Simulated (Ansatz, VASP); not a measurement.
## Ru in VASP and in Ansatz

```xyz
4
Lattice="2.7097 0.0000 0.0000 -1.3549 2.3467 0.0000 0.0000 0.0000 8.6959" Properties=species:S:1:pos:R:3 pbc="T T T"
Ru    2.7097    0.0000    0.0000
Ru    2.7097    0.0000    4.3480
Ru    0.0000    1.5645    2.1740
Ru    1.3549    0.7822    6.5219
```

Alike in both runs: functional PBE; k mesh 13 × 13 × 4; occupations fermi-dirac, width 0.05 eV; collinear spin.

Ansatz relaxed the structure, and its values are those at the end. VASP's run is a single point on that final structure, the one shown.

|  | VASP | Ansatz |
| --- | --- | --- |
| version | VASP 6.6.1 | Ansatz 0.2.0 |
| potentials or method | VASP PAW PBE potentials, release 64 (Ru_pv), cutoff 520 eV | plane waves (420 eV) with PAW, scalar-relativistic |
| valence electrons in the cell | 56 | 64 |

Ansatz gave:

- pressure (GPa): 0.0
- net moment per atom (μB): 0.00

Question: Which values does VASP return?

Answer: Pressure (GPa): -0.1; net moment per atom (μB): 0.00.

VASP's potentials hold 56 valence electrons a cell and Ansatz's 64, so a difference there can come from the potentials and not from the codes. Ansatz's warnings: seeded moment not kept.
